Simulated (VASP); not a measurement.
Input of a VASP 6.6.1 run:

File INCAR:

```
SYSTEM = Cu
PREC = Accurate ; ENCUT = 520
EDIFF = 1E-6 ; ISMEAR = 0
SIGMA = 0.15 ; LREAL = .False.
LASPH = .True. ; NELM = 100
ALGO = Fast ; ISIF = 2
LWAVE = .False. ; LCHARG = .False.
GGA = PS ; NBANDS = 12
```

File KPOINTS:

```
regular mesh
0
Gamma
  24 24 24
  0 0 0
```

The input POSCAR:

```
Cu
1.0
   -1.4427933200      1.4067234870      1.3760814500
    1.4427933200     -1.4067234870      1.3760814500
    1.4427933200      1.4067234870     -1.3760814500
Cu
1
Direct
    0.0000000000      0.0000000000      0.0000000000
```

Potentials or basis: VASP PAW PBE potentials, release 64 (Cu).

The run is started by

```sh
$ cat potpaw_PBE.64/Cu/POTCAR > POTCAR
$ mpirun -np 1 vasp_std > vasp.out
```

(1) What does it give for the pressure?

(2) Estimate the band gap on the k mesh.

Results:

(1) 3.8 GPa.

(2) zero (an odd number of electrons rules out a gap without spin polarisation).

Caveat: the cell differs from its parent crystal (strain -0.0250 x Voigt [0, 1, 0, 0, 0, 0]); the cell stands under pressure; the PAW data sets were made with another functional, which shifts forces and pressure a little.
